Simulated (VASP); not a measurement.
Here is a VASP 6.6.1 calculation.

The input POSCAR:

```
Ga
1.0
    2.7164800000      0.0000000000      0.0000000000
    0.0000000000      2.7164800000      0.0000000000
    0.0000000000      0.0000000000      2.7164800000
Ga
1
Direct
    0.0000000000      0.0000000000      0.0000000000
```

INCAR.step1

```
SYSTEM = Ga
PREC = Accurate ; ENCUT = 600
EDIFF = 1E-5 ; ISMEAR = -1
SIGMA = 0.05 ; LREAL = .False.
LASPH = .True. ; NELM = 80
ALGO = Normal ; LWAVE = .True.
LCHARG = .False. ; GGA = PE
NBANDS = 12
```

Contents of INCAR.step2:

```
SYSTEM = Ga
PREC = Accurate ; ENCUT = 600
EDIFF = 1E-6 ; ISMEAR = -1
SIGMA = 0.05 ; LREAL = .False.
LASPH = .True. ; NELM = 80
ALGO = Normal ; ISIF = 3
LWAVE = .False. ; LCHARG = .False.
GGA = B3 ; LHFCALC = .True.
AEXX = 0.2 ; AGGAX = 0.72
AGGAC = 0.81 ; ALDAC = 0.19
PRECFOCK = Normal ; IBRION = 2
NSW = 60 ; EDIFFG = -0.01
ISTART = 1
```

File KPOINTS:

```
Automatic mesh
0
Gamma
  5 5 5
  0 0 0
```

Potentials or basis: VASP PAW PBE potentials, release 64 (Ga_d).

Launch:

```console
$ cat potpaw_PBE.64/Ga_d/POTCAR > POTCAR
$ cp INCAR.step1 INCAR
$ mpirun -np 1 vasp_std > vasp.out
$ cp INCAR.step2 INCAR
$ mpirun -np 1 vasp_std > vasp.out
```

**Question.** Estimate the relaxed volume.

**Answer.** 21.00 Å³/atom.

**Question.** Estimate the space group after relaxing (to 0.1 Å).

**Answer.** Pm-3m (No. 221).

**Question.** What does it give for the relaxed cell?

**Answer.** a = 2.759 Å, b = 2.759 Å, c = 2.759 Å, α = 90.00°, β = 90.00°, γ = 90.00°.

**Question.** What does it give for the band gap on the k mesh?

**Answer.** Zero (an odd number of electrons rules out a gap without spin polarisation).

Final structure:
```
CELL_PARAMETERS angstrom
2.75872 0.00000 0.00000
0.00000 2.75872 0.00000
0.00000 0.00000 2.75872
ATOMIC_POSITIONS crystal
Ga 0.00000 0.00000 0.00000
```

Caveat: the k points lie up to 0.46 Å⁻¹ apart in the final cell, too coarse for converged energies and pressures of a metal; the PAW data sets were made with another functional, which shifts forces and pressure a little.
